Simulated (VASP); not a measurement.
Write the native input for VASP 6.6.1 that does the following.

```
Task                   : electric field gradients
Functional             : LDA
Potentials or basis    : VASP PAW LDA potentials, release 64 (Cs_sv, Tl_d)
Cutoff                 : 520 eV
k mesh                 : 8 × 8 × 8
Occupations            : fermi-dirac, width 0.05 eV
Spin                   : no spin polarisation
Dipole correction      : no
Further INCAR settings : ALGO = Normal; EDIFF = 1e-08; NBANDS = 18
```

The structure of CsTl (CsCl type) lies in POSCAR:

```
CsTl
1.0
    4.3441203329      0.0000000000      0.0000000000
    0.0000000000      4.3441203329      0.0000000000
    0.0000000000      0.0000000000      4.3441203329
Cs Tl
1 1
Direct
    0.0000000000      0.0000000000      0.0000000000
    0.5000000000      0.5000000000      0.5000000000
```

One way to write it, as run:

INCAR

```
ALGO = Normal
EDIFF = 1E-8
ENCUT = 520
GGA = CA
ISIF = 2
ISMEAR = -1
LASPH = True
LCHARG = False
LEFG = True
LREAL = False
LWAVE = False
NBANDS = 18
NELM = 80
PREC = Accurate
SIGMA = 0.05
```

KPOINTS

```
k-points
0
Gamma
  8 8 8
```

Potentials or basis: VASP PAW LDA potentials, release 64 (Cs_sv, Tl_d).

The run is started by

```sh
$ cat potpaw_LDA.64/Cs_sv/POTCAR potpaw_LDA.64/Tl_d/POTCAR > POTCAR
$ mpirun -np 1 vasp_std > vasp.out
```

Results of the run:

- Pressure: 0.0 GPa
- Band gap on the k mesh: zero (band 11 reaches 5.38 eV, above the bottom of band 12 at 2.44 eV)

Caveat: without QUAD_EFG the Cq values of the log hold for a quadrupole moment of 1 mb, not for the nuclei; spin-orbit coupling is left out, which moves the levels of the heavy elements.

It took 13 s on 1 thread of Intel(R) Xeon(R) Platinum 8488C (Sapphire Rapids) (shared host), peak memory 0.18 GiB.
